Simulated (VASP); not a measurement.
# Rb (Im-3m) in VASP: a series of runs

Rb is run at these levels: LDA; tasks: single point.

Program: VASP 6.6.1. These are calculated values, not measurements. Logs are shortened: lines on timing, memory, paths and dates and some standing lists are left out, and cuts for length are marked.

### 1 The cell of the first run

It takes space group Im-3m (No. 229, cubic). Conventional cell: a = 5.372 Å, b = 5.372 Å, c = 5.372 Å, α = 90.00°, β = 90.00°, γ = 90.00°.

### 2 Single point, LDA

The input, INCAR:

```
SYSTEM = Rb
ALGO = Normal ; EDIFF = 1E-6
ENCUT = 520 ; GGA = CA
ISIF = 2 ; ISMEAR = 1
LASPH = .True. ; LCHARG = .False.
LREAL = .False. ; LWAVE = .False.
NBANDS = 10 ; NELM = 80
PREC = Accurate ; SIGMA = 1.0
```

The input, KPOINTS:

```
k-points
0
Gamma
  8 8 8
  0 0 0
```

The input, POSCAR:

```
Rb
1.0
   -2.6859640533      2.6859640533      2.6859640533
    2.6859640533     -2.6859640533      2.6859640533
    2.6859640533      2.6859640533     -2.6859640533
Rb
1
Direct
    0.0000000000      0.0000000000      0.0000000000
```

Potentials or basis: VASP PAW LDA potentials, release 64 (Rb_sv).

Run with:

```sh
> cat potpaw_LDA.64/Rb_sv/POTCAR > POTCAR
> mpirun -np 1 vasp_std > vasp.out
```

OUTCAR:

```text
SYSTEM = Rb
   EDIFF = 1E-6
   ENCUT = 520
   GGA = CA
   ISIF = 2
   ISMEAR = 1
   LASPH = .True.
   LREAL = .False.
   NELM = 80
   PREC = Accurate

 ion  position               nearest neighbor table
   1  0.000  0.000  0.000-

  LATTYP: Found a body centered cubic cell.
 ALAT       =     5.3719281066

  Lattice vectors:

 A1 = (  -2.6859640533,   2.6859640533,   2.6859640533)
 A2 = (   2.6859640533,  -2.6859640533,   2.6859640533)
 A3 = (   2.6859640533,   2.6859640533,  -2.6859640533)

Analysis of symmetry for initial positions (statically):
=====================================================================
 Subroutine PRICEL returns:
 Original cell was already a primitive cell.

 Routine SETGRP: Setting up the symmetry group for a
 body centered cubic supercell.

 Subroutine GETGRP returns: Found 48 space group operations
 (whereof 48 operations were pure point group operations)
 out of a pool of 48 trial point group operations.

The static configuration has the point symmetry O_h .

Analysis of symmetry for dynamics (positions and initial velocities):
=====================================================================
 Subroutine PRICEL returns:
 Original cell was already a primitive cell.

 Routine SETGRP: Setting up the symmetry group for a
 body centered cubic supercell.

 Subroutine GETGRP returns: Found 48 space group operations
 (whereof 48 operations were pure point group operations)
 out of a pool of 48 trial point group operations.

The dynamic configuration has the point symmetry O_h .

 Subroutine INISYM returns: Found 48 space group operations
 (whereof 48 operations are pure point group operations),
 and found     1 'primitive' translations

----------------------------------------------------------------------------------------

                                     Primitive cell

  volume of cell :      77.5105

  direct lattice vectors                    reciprocal lattice vectors
    -2.685964053  2.685964053  2.685964053     0.000000000  0.186152901  0.186152901
     2.685964053 -2.685964053  2.685964053     0.186152901  0.000000000  0.186152901
     2.685964053  2.685964053 -2.685964053     0.186152901  0.186152901  0.000000000

  length of vectors
     4.652226208  4.652226208  4.652226208     0.263259957  0.263259957  0.263259957

  position of ions in fractional coordinates (direct lattice)
     0.000000000  0.000000000  0.000000000

  ion indices of the primitive-cell ions
   primitive index   ion index
                 1           1

----------------------------------------------------------------------------------------

 KPOINTS: k-points

Automatic generation of k-mesh.
 Grid dimensions read from file:
 generate k-points for:    8    8    8

 Generating k-lattice:

  Cartesian coordinates                     Fractional coordinates (reciprocal lattice)
     0.000000000  0.023269113  0.023269113     0.125000000  0.000000000  0.000000000
     0.023269113  0.000000000  0.023269113     0.000000000  0.125000000  0.000000000
     0.023269113  0.023269113  0.000000000     0.000000000  0.000000000  0.125000000

  Length of vectors
     0.032907495  0.032907495  0.032907495

  Shift w.r.t. Gamma in fractional coordinates (k-lattice)
     0.000000000  0.000000000  0.000000000

 Subroutine IBZKPT returns following result:
 ===========================================

 Found     29 irreducible k-points:

 Following reciprocal coordinates:
            Coordinates               Weight
  0.000000  0.000000  0.000000      1.000000
  0.125000  0.000000  0.000000     12.000000
  0.250000  0.000000  0.000000     12.000000
  0.375000  0.000000  0.000000     12.000000
  0.500000  0.000000  0.000000      6.000000
  0.125000  0.125000  0.000000     24.000000
[... 16 lines left out ...]
 -0.250000  0.250000  0.250000      6.000000
 -0.375000  0.375000  0.250000     24.000000
 [... further k-points ...]
   k-points           NKPTS =     29   k-points in BZ     NKDIM =     29   number of bands    NBANDS=     10
   number of dos      NEDOS =    301   number of ions     NIONS =      1
   total plane-waves  NPLWV =  46656
   dimension x,y,z NGX =    36 NGY =   36 NGZ =   36
   dimension x,y,z NGXF=    72 NGYF=   72 NGZF=   72
   ions per type =               1
   NGX,Y,Z   is equivalent  to a cutoff of  12.86, 12.86, 12.86 a.u.
   NGXF,Y,Z  is equivalent  to a cutoff of  25.73, 25.73, 25.73 a.u.
 SYSTEM =  Rb
   PREC   = accura    normal or accurate (medium, high low for compatibility)
   ISTART =      0    job   : 0-new  1-cont  2-samecut
   ICHARG =      2    charge: 1-file 2-atom 10-const
   ISPIN  =      1    spin polarized calculation?
   LNONCOLLINEAR =      F non collinear calculations
   LSORBIT =      F    spin-orbit coupling
   LASPH  =      T    aspherical Exc in radial PAW
   ENCUT  =  520.0 eV  38.22 Ry    6.18 a.u.   8.65  8.65  8.65*2*pi/ulx,y,z
   NELM   =     80;   NELMIN=  2; NELMDL= -5     # of ELM steps
   EDIFF  = 0.1E-05   stopping-criterion for ELM
   LREAL  =      F    real-space projection
   EDIFFG = 0.1E-04   stopping-criterion for IOM
   NSW    =      0    number of steps for IOM
   IBRION =     -1    ionic relax: 0-MD 1-quasi-New 2-CG
   NFREE  =      0    steps in history (QN), initial steepest desc. (CG)
   ISIF   =      2    stress and relaxation
   ISYM   =      2    0-nonsym 1-usesym 2-fastsym
   POTIM  = 0.5000    time-step for ionic-motion
   TEBEG  =    0.0;   TEEND  =   0.0 temperature during run
   PSTRESS=    0.0 pullay stress
   NELECT =       9.0000    total number of electrons
   NUPDOWN=      -1.0000    fix difference up-down
   EMIN   =  10.00;   EMAX   =-10.00  energy-range for DOS
   EFERMI =   0.00;   METHOD = LEGACY
   ISMEAR =     1;   SIGMA  =   1.00  broadening in eV -4-tet -1-fermi 0-gaus
   EFERMI_NEDOS =   21; number of points for ismear=-14 and -15
   IALGO  =     38    algorithm
   IMIX   =      4    mixing-type and parameters
     AMIX     =   0.40;   BMIX     =  1.00
     AMIX_MAG =   1.60;   BMIX_MAG =  1.00
  volume/ion in A,a.u.               =      77.51       523.07
  Fermi-wavevector in a.u.,A,eV,Ry     =   0.798673  1.509272  8.678857  0.637878
  Thomas-Fermi vector in A             =   1.905629
   LORBIT       =      0    0 simple, 1 ext, 2 COOP (PROOUT), +10 PAW based schemes
   GGA     = CA    functional components
   LHFCALC =     F    Hartree Fock is set to
   AEXX    =    0.0000 exact exchange contribution
   IVDW    =     0    specifies the selected vdW correction
   LEPSILON=     F    determine dielectric tensor
   LRPA    =     F    only Hartree local field effects (RPA)
 non-spin polarized calculation
 Methfessel and Paxton  Order N= 1 SIGMA  =   1.00
  energy-cutoff  :      520.00
  volume of cell :       77.51
 maximum number of plane-waves:      2112
   NGX = 17   NGY = 17   NGZ = 17

 number of electron       9.0000000 magnetization

 Free energy of the ion-electron system (eV)
  ---------------------------------------------------
  ext. energy  EPLUGINS =         0.00000000
  ---------------------------------------------------
  free energy    TOTEN  =        -1.05752817 eV

  energy without entropy =       -1.08112356  energy(sigma->0) =       -1.06539330

 E-fermi :   0.1804     XC(G=0):  -6.1022

 val. band max:        0.1596036300   @ k =   0.2500   0.2500   0.0000
 cond. band min:       0.2288617157   @ k =   0.3750   0.1250   0.0000
 fundamental gap:      0.0692580857
 Fermi energy:         0.1803602220

 k-point     1 :       0.0000    0.0000    0.0000
  band No.  band energies     occupation
      1     -28.5544      2.00000
      2     -12.6322      2.00000
      3     -12.6322      2.00000
      4     -12.6322      2.00000
      5      -2.0405      2.00735
      6       3.8820     -0.00000
      7       3.8820     -0.00000
      8       3.8820     -0.00000
      9       4.9835     -0.00000
     10       4.9835     -0.00000

 k-point     2 :       0.1250    0.0000    0.0000
  band No.  band energies     occupation
      1     -28.5530      2.00000
      2     -12.6581      2.00000
      3     -12.6404      2.00000
      4     -12.6323      2.00000
      5      -1.8258      2.01567
      6       3.5777     -0.00002
      7       3.6299     -0.00001
      8       4.0893     -0.00000
      9       4.6994     -0.00000
     10       4.9294     -0.00000

 k-point     3 :       0.2500    0.0000    0.0000
  band No.  band energies     occupation
      1     -28.5497      2.00000
      2     -12.7193      2.00000
      3     -12.6601      2.00000
      4     -12.6325      2.00000
      5      -1.2225      2.06333
      6       2.6873     -0.00225
      7       3.1733     -0.00019
      8       4.6958     -0.00000
      9       4.7785     -0.00000
     10       4.9316     -0.00000

 k-point     4 :       0.3750    0.0000    0.0000
  band No.  band energies     occupation
      1     -28.5464      2.00000
      2     -12.7787      2.00000
      3     -12.6796      2.00000
      4     -12.6327      2.00000
      5      -0.3601      1.78298
      6       1.7761     -0.04652
      7       2.8287     -0.00116
      8       4.8133     -0.00000
      9       5.1767     -0.00000
     10       5.6562     -0.00000
[... 222 lines left out ...]
 k-point    22 :       0.2500    0.2500    0.2500
  band No.  band energies     occupation
      1     -28.5445      2.00000
      2     -12.7160      2.00000
      3     -12.7160      2.00000
      4     -12.7160      2.00000
      5       1.5350     -0.06658
      6       1.5350     -0.06658
      7       1.5350     -0.06658
      8       3.1101     -0.00028
      9       5.7560     -0.00000
     10       5.7560     -0.00000

 k-point    23 :      -0.2500    0.2500    0.2500
  band No.  band energies     occupation
      1     -28.5456      2.00000
      2     -12.7223      2.00000
      3     -12.6903      2.00000
      4     -12.6903      2.00000
      5      -0.4792      1.88991
      6       2.4979     -0.00503
      7       3.3384     -0.00008
      8       3.3384     -0.00008
      9       4.8739     -0.00000
     10       4.9108     -0.00000

 k-point    24 :      -0.3750    0.3750    0.2500
  band No.  band energies     occupation
      1     -28.5426      2.00000
      2     -12.7590      2.00000
      3     -12.7114      2.00000
      4     -12.6951      2.00000
      5       0.3023      0.79527
      6       1.8484     -0.03992
      7       3.2580     -0.00012
      8       3.2748     -0.00011
      9       4.4294     -0.00000
     10       5.5973     -0.00000

 [... further k-points ...]

------------------------ aborting loop because EDIFF is reached ----------------------------------------

  FORCE on cell =-STRESS in cart. coord.  units (eV):
  Direction    XX          YY          ZZ          XY          YZ          ZX
  --------------------------------------------------------------------------------------
  -------------------------------------------------------------------------------------
  Total       -0.0046998     -0.0046998     -0.0046998     -0.0000000     -0.0000000     -0.0000000
  in kB       -0.0971474     -0.0971474     -0.0971474     -0.0000000     -0.0000000     -0.0000000
  external PRESSURE =      -0.0971474 kB  Pullay stress =       0.0000000 kB

 VOLUME and BASIS-vectors are now :
 -----------------------------------------------------------------------------
  energy-cutoff  :      520.00
  volume of cell :       77.51
      direct lattice vectors                 reciprocal lattice vectors
    -2.685964053  2.685964053  2.685964053     0.000000000  0.186152901  0.186152901
     2.685964053 -2.685964053  2.685964053     0.186152901  0.000000000  0.186152901
     2.685964053  2.685964053 -2.685964053     0.186152901  0.186152901  0.000000000

 POSITION                                       TOTAL-FORCE (eV/Angst)
 -----------------------------------------------------------------------------------
      0.00000      0.00000      0.00000         0.000000      0.000000      0.000000
 -----------------------------------------------------------------------------------
    total drift:                               -0.000000     -0.000000      0.000000

  FREE ENERGIE OF THE ION-ELECTRON SYSTEM (eV)
  ---------------------------------------------------
  free  energy   TOTEN  =        -1.0575281743 eV

  energy  without entropy=       -1.0811235628  energy(sigma->0) =       -1.06539330
```

Wall time 26 s (1 thread of AMD EPYC 7R13, shared host); peak memory 0.14 GiB.

Results:

```yaml
Free_energy: -1.0575 eV
Pressure: 0.0 GPa
Band_gap_on_the_k_mesh: zero (an odd number of electrons rules out a gap without spin polarisation)
```

Caveat: so wide a smearing shifts energies and pressures.

### 3 Single point, LDA

The input, INCAR:

```
ALGO = Normal
EDIFF = 1E-6
ENCUT = 520
GGA = CA
ISIF = 2
ISMEAR = 1
LASPH = True
LCHARG = False
LREAL = False
LWAVE = False
NBANDS = 10
NELM = 60
PREC = Accurate
SIGMA = 0.01
```

The input, KPOINTS:

```
k-points
0
Gamma
  8 8 8
```

POSCAR is that of step 2.

Potentials or basis: VASP PAW LDA potentials, release 64 (Rb_sv).

Run with:

```sh
> cat potpaw_LDA.64/Rb_sv/POTCAR > POTCAR
> mpirun -np 1 vasp_std > vasp.out
```

OUTCAR:

```text
EDIFF = 1E-6
   ENCUT = 520
   GGA = CA
   ISIF = 2
   ISMEAR = 1
   LASPH = True
   LREAL = False
   NELM = 60
   PREC = Accurate

 ion  position               nearest neighbor table
   1  0.000  0.000  0.000-

  LATTYP: Found a body centered cubic cell.
 ALAT       =     5.3719281066

  Lattice vectors:

 A1 = (  -2.6859640533,   2.6859640533,   2.6859640533)
 A2 = (   2.6859640533,  -2.6859640533,   2.6859640533)
 A3 = (   2.6859640533,   2.6859640533,  -2.6859640533)

Analysis of symmetry for initial positions (statically):
=====================================================================
 Subroutine PRICEL returns:
 Original cell was already a primitive cell.

 Routine SETGRP: Setting up the symmetry group for a
 body centered cubic supercell.

 Subroutine GETGRP returns: Found 48 space group operations
 (whereof 48 operations were pure point group operations)
 out of a pool of 48 trial point group operations.

The static configuration has the point symmetry O_h .

Analysis of symmetry for dynamics (positions and initial velocities):
=====================================================================
 Subroutine PRICEL returns:
 Original cell was already a primitive cell.

 Routine SETGRP: Setting up the symmetry group for a
 body centered cubic supercell.

 Subroutine GETGRP returns: Found 48 space group operations
 (whereof 48 operations were pure point group operations)
 out of a pool of 48 trial point group operations.

The dynamic configuration has the point symmetry O_h .

 Subroutine INISYM returns: Found 48 space group operations
 (whereof 48 operations are pure point group operations),
 and found     1 'primitive' translations

----------------------------------------------------------------------------------------

                                     Primitive cell

[... 111 lines left out ...]
  Thomas-Fermi vector in A             =   1.905629
   LORBIT       =      0    0 simple, 1 ext, 2 COOP (PROOUT), +10 PAW based schemes
   GGA     = CA    functional components
   LHFCALC =     F    Hartree Fock is set to
   AEXX    =    0.0000 exact exchange contribution
   IVDW    =     0    specifies the selected vdW correction
   LEPSILON=     F    determine dielectric tensor
   LRPA    =     F    only Hartree local field effects (RPA)
 non-spin polarized calculation
 Methfessel and Paxton  Order N= 1 SIGMA  =   0.01
  energy-cutoff  :      520.00
  volume of cell :       77.51
 maximum number of plane-waves:      2112
   NGX = 17   NGY = 17   NGZ = 17

 number of electron       9.0000000 magnetization

 Free energy of the ion-electron system (eV)
  ---------------------------------------------------
  ext. energy  EPLUGINS =         0.00000000
  ---------------------------------------------------
  free energy    TOTEN  =        -1.05115732 eV

  energy without entropy =       -1.05103983  energy(sigma->0) =       -1.05111815

 E-fermi :   0.2237     XC(G=0):  -6.1029

 val. band max:        0.1591042297   @ k =   0.2500   0.2500   0.0000
 cond. band min:       0.2284617510   @ k =   0.3750   0.1250   0.0000
 fundamental gap:      0.0693575213
 Fermi energy:         0.2237446469

 k-point     1 :       0.0000    0.0000    0.0000
  band No.  band energies     occupation
      1     -28.5529      2.00000
      2     -12.6313      2.00000
      3     -12.6313      2.00000
      4     -12.6313      2.00000
      5      -2.0410      2.00000
      6       3.8830      0.00000
      7       3.8830      0.00000
      8       3.8830      0.00000
      9       4.9832      0.00000
     10       4.9832      0.00000
[... 287 lines left out ...]
 k-point    24 :      -0.3750    0.3750    0.2500
  band No.  band energies     occupation
      1     -28.5412      2.00000
      2     -12.7580      2.00000
      3     -12.7105      2.00000
      4     -12.6942      2.00000
      5       0.3017     -0.00000
      6       1.8474      0.00000
      7       3.2580      0.00000
      8       3.2751      0.00000
      9       4.4296      0.00000
     10       5.5981      0.00000

 [... further k-points ...]

------------------------ aborting loop because EDIFF is reached ----------------------------------------

  FORCE on cell =-STRESS in cart. coord.  units (eV):
  Direction    XX          YY          ZZ          XY          YZ          ZX
  --------------------------------------------------------------------------------------
  -------------------------------------------------------------------------------------
  Total        0.0138672      0.0138672      0.0138672      0.0000000      0.0000000     -0.0000000
  in kB        0.2866412      0.2866412      0.2866412      0.0000000      0.0000000     -0.0000000
  external PRESSURE =       0.2866412 kB  Pullay stress =       0.0000000 kB

 VOLUME and BASIS-vectors are now :
 -----------------------------------------------------------------------------
  energy-cutoff  :      520.00
  volume of cell :       77.51
      direct lattice vectors                 reciprocal lattice vectors
    -2.685964053  2.685964053  2.685964053     0.000000000  0.186152901  0.186152901
     2.685964053 -2.685964053  2.685964053     0.186152901  0.000000000  0.186152901
     2.685964053  2.685964053 -2.685964053     0.186152901  0.186152901  0.000000000

 POSITION                                       TOTAL-FORCE (eV/Angst)
 -----------------------------------------------------------------------------------
      0.00000      0.00000      0.00000         0.000000     -0.000000      0.000000
 -----------------------------------------------------------------------------------
    total drift:                               -0.000000     -0.000000      0.000000

  FREE ENERGIE OF THE ION-ELECTRON SYSTEM (eV)
  ---------------------------------------------------
  free  energy   TOTEN  =        -1.0511573174 eV

  energy  without entropy=       -1.0510398257  energy(sigma->0) =       -1.05111815
```

stdout:

```text
POSCAR found type information on POSCAR Rb
 POSCAR found :  1 types and       1 ions
 scaLAPACK will be used
 LDA part: xc-table for (Slater(with rela. corr.)+CA(PZ))
 , standard interpolation
 POSCAR, INCAR and KPOINTS ok, starting setup
 FFT: planning ... GRIDC
 FFT: planning ... GRID_SOFT
 FFT: planning ... GRID
 WAVECAR not read
 entering main loop
```

Run time: 31 s. Hardware: 1 thread of AMD EPYC 7R13, shared host; peak memory 0.14 GiB.

Results:

```
Free energy            : -1.0512 eV
Pressure               : 0.0 GPa
Band gap on the k mesh : zero (an odd number of electrons rules out a gap without spin polarisation)
```

(Continued in part 2 of 2.)
